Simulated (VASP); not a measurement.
# MgO (Periclase) (Fm-3m) in VASP: notebook, part 2 of 2

VASP 6.6.1.

## (5) Summary

| level | gap on the mesh (eV) | pressure (GPa) | relaxed volume (Å³/atom) |
| --- | --- | --- | --- |
| PBE+D4 | 4.69 | 0.0 | - |
| revPBE+D3(BJ) | 4.99 | 0.0 | 9.17 |
| PBEsol | 4.66 | 0.0 | 9.31 |

Alike in all rows: task relaxation of cell and atoms; potentials or basis VASP PAW PBE potentials, release 64 (Mg, O); no spin polarisation; cell relaxed; k mesh 8 × 8 × 8; cutoff (eV) 600; smearing methfessel-paxton 0.05 eV.

Caveats: the PAW data sets were made with another functional, which shifts forces and pressure a little (some runs); the relaxation stopped at its first step, so nothing moved (some runs).

Total energies depend on the potentials used, so only differences within one code and one set of settings carry meaning.
